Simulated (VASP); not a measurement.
# SrScS2 (Pmmn) in VASP: single point with PBE

Aim: the single point of SrScS2 with PBE.

Everything below comes from runs of VASP 6.6.1. Logs are shortened: lines on timing, memory, paths and dates and some standing lists are left out, and cuts for length are marked.

## (1) The cell of the first run

Symmetry: Pmmn, No. 59, orthorhombic system. The conventional cell has a = 4.250 Å, b = 4.782 Å, c = 9.419 Å, α = 90.00°, β = 90.00°, γ = 90.00°. Within 4.3 Å of Sr (site symmetry mm2) lie 9 S at 3.11 to 4.29 Å and 5 Sc at 3.87 to 3.89 Å and 2 Sr at 4.25 Å. Sc (site symmetry mm2) has 5 S at 2.41 to 2.53 Å within 3.2 Å. Within 3.4 Å of S (site symmetry mm2) lie 4 Sc at 2.41 to 2.53 Å and 2 Sr at 3.29 Å and 4 S at 3.37 Å. Within 3.3 Å of S (site symmetry mm2) lie 1 Sc at 2.42 Å and 5 Sr at 3.11 to 3.21 Å.

## (2) Single point, PBE

INCAR reads:

```
  PREC = Accurate
  ENCUT = 520
  EDIFF = 1E-6
  ISMEAR = -1
  SIGMA = 0.1
  LREAL = F
  LASPH = T
  NELM = 100
  ALGO = Normal
  ISIF = 2
  LWAVE = F
  LCHARG = F
  GGA = PE
  NBANDS = 43
```

KPOINTS reads:

```
Automatic mesh
0
Gamma
  8 7 4
```

POSCAR reads:

```
SrScS2
1.0
    4.2497350000      0.0000000000      0.0000000000
    0.0000000000      4.7821730000      0.0000000000
    0.0000000000      0.0000000000      9.4188190000
Sr Sc S
2 2 4
Direct
    0.2500000000      0.7500000000      0.3224500000
    0.7500000000      0.2500000000      0.6775500000
    0.7500000000      0.2500000000      0.0906000000
    0.2500000000      0.7500000000      0.9094000000
    0.7500000000      0.7500000000      0.0557000000
    0.2500000000      0.2500000000      0.9443000000
    0.7500000000      0.2500000000      0.3473000000
    0.2500000000      0.7500000000      0.6527000000
```

Potentials or basis: VASP PAW PBE potentials, release 64 (Sr_sv, Sc_sv, S).

The run is started by

```sh
$ cat potpaw_PBE.64/Sr_sv/POTCAR potpaw_PBE.64/Sc_sv/POTCAR potpaw_PBE.64/S/POTCAR > POTCAR
$ mpirun -np 1 vasp_std > vasp.out
```

OUTCAR:

```text
PREC = Accurate
   ENCUT = 520
   EDIFF = 1E-6
   ISMEAR = -1
   LREAL = F
   LASPH = T
   NELM = 100
   ISIF = 2
   GGA = PE

 ion  position               nearest neighbor table
   1  0.250  0.750  0.322-   8 3.11   7 3.21   7 3.21   7 3.21   7 3.21   5 3.29   5 3.29   3 3.87
                             3 3.87   3 3.87   3 3.87   4 3.89   2 4.63   2 4.63   2 4.63   2 4.63
   2  0.750  0.250  0.678-   7 3.11   8 3.21   8 3.21   8 3.21   8 3.21   6 3.29   6 3.29   4 3.87
                             4 3.87   4 3.87   4 3.87   3 3.89   1 4.63   1 4.63   1 4.63   1 4.63
   3  0.750  0.250  0.091-   5 2.41   5 2.41   7 2.42   6 2.53   6 2.53   1 3.87   1 3.87   1 3.87
                             1 3.87   2 3.89
   4  0.250  0.750  0.909-   6 2.41   6 2.41   8 2.42   5 2.53   5 2.53   2 3.87   2 3.87   2 3.87
                             2 3.87   1 3.89
   5  0.750  0.750  0.056-   3 2.41   3 2.41   4 2.53   4 2.53   1 3.29   1 3.29
   6  0.250  0.250  0.944-   4 2.41   4 2.41   3 2.53   3 2.53   2 3.29   2 3.29
   7  0.750  0.250  0.347-   3 2.42   2 3.11   1 3.21   1 3.21   1 3.21   1 3.21
   8  0.250  0.750  0.653-   4 2.42   1 3.11   2 3.21   2 3.21   2 3.21   2 3.21

  LATTYP: Found a simple orthorhombic cell.
 ALAT       =     4.2497350000
 B/A-ratio  =     1.1252873414
 C/A-ratio  =     2.2163309006

  Lattice vectors:

 A1 = (   4.2497350000,   0.0000000000,   0.0000000000)
 A2 = (   0.0000000000,   4.7821730000,   0.0000000000)
 A3 = (   0.0000000000,   0.0000000000,   9.4188190000)

Analysis of symmetry for initial positions (statically):
=====================================================================
 Subroutine PRICEL returns:
 Original cell was already a primitive cell.

 Routine SETGRP: Setting up the symmetry group for a
 simple orthorhombic supercell.

 Subroutine GETGRP returns: Found  8 space group operations
 (whereof  2 operations were pure point group operations)
 out of a pool of  8 trial point group operations.

The static configuration has the point symmetry S_2 .
 The point group associated with its full space group is D_2h.

Analysis of symmetry for dynamics (positions and initial velocities):
=====================================================================
 Subroutine PRICEL returns:
 Original cell was already a primitive cell.

 Routine SETGRP: Setting up the symmetry group for a
 simple orthorhombic supercell.

 Subroutine GETGRP returns: Found  8 space group operations
 (whereof  2 operations were pure point group operations)
 out of a pool of  8 trial point group operations.

The dynamic configuration has the point symmetry S_2 .
 The point group associated with its full space group is D_2h.

 Subroutine INISYM returns: Found  8 space group operations
 (whereof  2 operations are pure point group operations),
 and found     1 'primitive' translations

----------------------------------------------------------------------------------------

                                     Primitive cell

  volume of cell :     191.4184

  direct lattice vectors                    reciprocal lattice vectors
     4.249735000  0.000000000  0.000000000     0.235308790  0.000000000  0.000000000
     0.000000000  4.782173000  0.000000000     0.000000000  0.209109959  0.000000000
     0.000000000  0.000000000  9.418819000     0.000000000  0.000000000  0.106170423

  length of vectors
     4.249735000  4.782173000  9.418819000     0.235308790  0.209109959  0.106170423

  position of ions in fractional coordinates (direct lattice)
     0.250000000  0.750000000  0.322450000
     0.750000000  0.250000000  0.677550000
     0.750000000  0.250000000  0.090600000
     0.250000000  0.750000000  0.909400000
     0.750000000  0.750000000  0.055700000
     0.250000000  0.250000000  0.944300000
     0.750000000  0.250000000  0.347300000
     0.250000000  0.750000000  0.652700000

  ion indices of the primitive-cell ions
   primitive index   ion index
                 1           1
                 2           2
                 3           3
                 4           4
                 5           5
                 6           6
                 7           7
                 8           8

----------------------------------------------------------------------------------------

 KPOINTS: Automatic mesh

Automatic generation of k-mesh.
 Grid dimensions read from file:
 generate k-points for:    8    7    4

 Generating k-lattice:

  Cartesian coordinates                     Fractional coordinates (reciprocal lattice)
     0.029413599  0.000000000  0.000000000     0.125000000  0.000000000  0.000000000
     0.000000000  0.029872851  0.000000000     0.000000000  0.142857143  0.000000000
     0.000000000  0.000000000  0.026542606     0.000000000  0.000000000  0.250000000

  Length of vectors
     0.029413599  0.029872851  0.026542606

  Shift w.r.t. Gamma in fractional coordinates (k-lattice)
     0.000000000  0.000000000  0.000000000

 Subroutine IBZKPT returns following result:
 ===========================================

 Found     60 irreducible k-points:

 Following reciprocal coordinates:
            Coordinates               Weight
  0.000000  0.000000  0.000000      1.000000
  0.125000  0.000000  0.000000      2.000000
  0.250000  0.000000  0.000000      2.000000
  0.375000  0.000000  0.000000      2.000000
  0.500000  0.000000  0.000000      1.000000
  0.000000  0.142857  0.000000      2.000000
[... 16 lines left out ...]
  0.250000  0.000000  0.250000      4.000000
  0.375000  0.000000  0.250000      4.000000
 [... further k-points ...]
   k-points           NKPTS =     60   k-points in BZ     NKDIM =     60   number of bands    NBANDS=     43
   number of dos      NEDOS =    301   number of ions     NIONS =      8
   total plane-waves  NPLWV =  80640
   dimension x,y,z NGX =    32 NGY =   36 NGZ =   70
   dimension x,y,z NGXF=    64 NGYF=   72 NGZF=  140
   ions per type =               2   2   4
   NGX,Y,Z   is equivalent  to a cutoff of  12.52, 12.51, 12.36 a.u.
   NGXF,Y,Z  is equivalent  to a cutoff of  25.04, 25.03, 24.71 a.u.
 SYSTEM =  unknown system
   PREC   = accura    normal or accurate (medium, high low for compatibility)
   ISTART =      0    job   : 0-new  1-cont  2-samecut
   ICHARG =      2    charge: 1-file 2-atom 10-const
   ISPIN  =      1    spin polarized calculation?
   LNONCOLLINEAR =      F non collinear calculations
   LSORBIT =      F    spin-orbit coupling
   LASPH  =      T    aspherical Exc in radial PAW
   ENCUT  =  520.0 eV  38.22 Ry    6.18 a.u.   7.90  8.89 17.51*2*pi/ulx,y,z
   NELM   =    100;   NELMIN=  2; NELMDL= -5     # of ELM steps
   EDIFF  = 0.1E-05   stopping-criterion for ELM
   LREAL  =      F    real-space projection
   EDIFFG = 0.1E-04   stopping-criterion for IOM
   NSW    =      0    number of steps for IOM
   IBRION =     -1    ionic relax: 0-MD 1-quasi-New 2-CG
   NFREE  =      0    steps in history (QN), initial steepest desc. (CG)
   ISIF   =      2    stress and relaxation
   ISYM   =      2    0-nonsym 1-usesym 2-fastsym
   POTIM  = 0.5000    time-step for ionic-motion
   TEBEG  =    0.0;   TEEND  =   0.0 temperature during run
   PSTRESS=    0.0 pullay stress
   NELECT =      66.0000    total number of electrons
   NUPDOWN=      -1.0000    fix difference up-down
   EMIN   =  10.00;   EMAX   =-10.00  energy-range for DOS
   EFERMI =   0.00;   METHOD = LEGACY
   ISMEAR =    -1;   SIGMA  =   0.10  broadening in eV -4-tet -1-fermi 0-gaus
   EFERMI_NEDOS =   21; number of points for ismear=-14 and -15
   IALGO  =     38    algorithm
   IMIX   =      4    mixing-type and parameters
     AMIX     =   0.40;   BMIX     =  1.00
     AMIX_MAG =   1.60;   BMIX_MAG =  1.00
  volume/ion in A,a.u.               =      23.93       161.47
  Fermi-wavevector in a.u.,A,eV,Ry     =   1.147964  2.169337 17.930049  1.317821
  Thomas-Fermi vector in A             =   2.284641
   LORBIT       =      0    0 simple, 1 ext, 2 COOP (PROOUT), +10 PAW based schemes
   GGA     = PE    functional components
   LHFCALC =     F    Hartree Fock is set to
   AEXX    =    0.0000 exact exchange contribution
   IVDW    =     0    specifies the selected vdW correction
   LEPSILON=     F    determine dielectric tensor
   LRPA    =     F    only Hartree local field effects (RPA)
 non-spin polarized calculation
  energy-cutoff  :      520.00
  volume of cell :      191.42
 maximum number of plane-waves:      5188
 NGX is ok and might be reduce to    32
   NGX = 15   NGY = 17   NGZ = 35

 number of electron      66.0000013 magnetization

 Free energy of the ion-electron system (eV)
  ---------------------------------------------------
  ext. energy  EPLUGINS =         0.00000000
  ---------------------------------------------------
  free energy    TOTEN  =       -46.38589492 eV

  energy without entropy =      -46.21002748  energy(sigma->0) =      -46.29796120

 E-fermi :   5.3744     XC(G=0):  -9.3507

 val. band max:        5.3691246635   @ k =   0.5000   0.2857   0.5000
 cond. band min:       5.3775774598   @ k =   0.5000   0.2857   0.2500
 fundamental gap:      0.0084527963
 Fermi energy:         5.3744344333

 k-point     1 :       0.0000    0.0000    0.0000
  band No.  band energies     occupation
      1     -44.6538      2.00000
      2     -44.6393      2.00000
      3     -31.3585      2.00000
      4     -31.3550      2.00000
      5     -23.4530      2.00000
      6     -23.4147      2.00000
[... 35 lines left out ...]
     42       6.9240      0.00000
     43       7.6319      0.00000

 k-point     2 :       0.1250    0.0000    0.0000
  band No.  band energies     occupation
      1     -44.6531      2.00000
      2     -44.6397      2.00000
      3     -31.3575      2.00000
      4     -31.3544      2.00000
      5     -23.4496      2.00000
      6     -23.4153      2.00000
[... 1004 lines left out ...]
 k-point    24 :       0.3750    0.0000    0.2500
  band No.  band energies     occupation
      1     -44.6486      2.00000
      2     -44.6430      2.00000
      3     -31.3527      2.00000
      4     -31.3514      2.00000
      5     -23.4258      2.00000
      6     -23.4193      2.00000
[... 35 lines left out ...]
     42       7.8135      0.00000
     43       7.9616      0.00000

 [... further k-points ...]

------------------------ aborting loop because EDIFF is reached ----------------------------------------

  FORCE on cell =-STRESS in cart. coord.  units (eV):
  Direction    XX          YY          ZZ          XY          YZ          ZX
  --------------------------------------------------------------------------------------
  -------------------------------------------------------------------------------------
  Total       -1.5575368      8.6706138      3.1019771      0.0000000      0.0000000      0.0000000
  in kB      -13.0366295     72.5732948     25.9636402      0.0000000      0.0000000      0.0000000
  external PRESSURE =      28.5001018 kB  Pullay stress =       0.0000000 kB

 VOLUME and BASIS-vectors are now :
 -----------------------------------------------------------------------------
  energy-cutoff  :      520.00
  volume of cell :      191.42
      direct lattice vectors                 reciprocal lattice vectors
     4.249735000  0.000000000  0.000000000     0.235308790  0.000000000  0.000000000
     0.000000000  4.782173000  0.000000000     0.000000000  0.209109959  0.000000000
     0.000000000  0.000000000  9.418819000     0.000000000  0.000000000  0.106170423

 POSITION                                       TOTAL-FORCE (eV/Angst)
 -----------------------------------------------------------------------------------
      1.06243      3.58663      3.03710         0.000000     -0.000000      0.407972
      3.18730      1.19554      6.38172        -0.000000     -0.000000     -0.407972
      3.18730      1.19554      0.85335         0.000000      0.000000     -0.752711
      1.06243      3.58663      8.56547         0.000000      0.000000      0.752711
      3.18730      3.58663      0.52463         0.000000      0.000000      0.809455
      1.06243      1.19554      8.89419         0.000000      0.000000     -0.809455
      3.18730      1.19554      3.27116         0.000000     -0.000000      1.004056
      1.06243      3.58663      6.14766        -0.000000     -0.000000     -1.004056
 -----------------------------------------------------------------------------------
    total drift:                                0.000000     -0.000000      0.000000

  FREE ENERGIE OF THE ION-ELECTRON SYSTEM (eV)
  ---------------------------------------------------
  free  energy   TOTEN  =       -46.3858949202 eV

  energy  without entropy=      -46.2100274849  energy(sigma->0) =      -46.29796120
```

Run time: 7.4 min. Hardware: 1 thread of Intel Xeon 6455B, shared host; peak memory 0.55 GiB.

Results:

* Free energy: -46.3859 eV
* Pressure: 2.9 GPa
* Largest force: 1.004 eV/Å
* Band gap on the k mesh: zero (bands 33 and 34 overlap by 0.61 eV)

Forces in eV/Å, atoms in the order of the input:
```
Sr   0.000  0.000  0.408
Sr   0.000  0.000 -0.408
Sc   0.000  0.000 -0.753
Sc   0.000  0.000  0.753
S    0.000  0.000  0.809
S    0.000  0.000 -0.809
S    0.000  0.000  1.004
S    0.000  0.000 -1.004
```

Caveat: forces of over 1 eV/Å act on the atoms, so gaps and moduli don't describe the material at rest.
